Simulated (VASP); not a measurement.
Input of a VASP 6.6.1 run:

Contents of INCAR:

```
SYSTEM = Os
PREC = Accurate
ENCUT = 520
EDIFF = 1E-6
ISMEAR = -1
SIGMA = 0.05
LREAL = .FALSE.
LASPH = .TRUE.
NELM = 60
ALGO = Normal
ISIF = 2
LWAVE = .FALSE.
LCHARG = .FALSE.
NBANDS = 15
```

File KPOINTS:

```
regular mesh
0
G
  20 20 11
  0 0 0
```

File POSCAR:

```
Os
1.0
    2.7255158632      0.0000000000      0.0000000000
   -1.3627579316      2.3603659760      0.0000000000
    0.0000000000      0.0000000000      4.3013942627
Os
2
Direct
    0.3333333333      0.6666666667      0.2500000000
    0.6666666667      0.3333333333      0.7500000000
```

Potentials or basis: VASP PAW LDA potentials, release 64 (Os).

Run with:

```console
$ cat potpaw_LDA.64/Os/POTCAR > POTCAR
$ mpirun -np 1 vasp_std > vasp.out
```

(1) What does it give for the pressure?

(2) Estimate the band gap on the k mesh.

Results:

(1) -3.5 GPa.

(2) zero (bands 8 and 9 overlap by 4.02 eV).

Caveat: the cell stands under tension; spin-orbit coupling is left out, which moves the levels of the heavy elements.
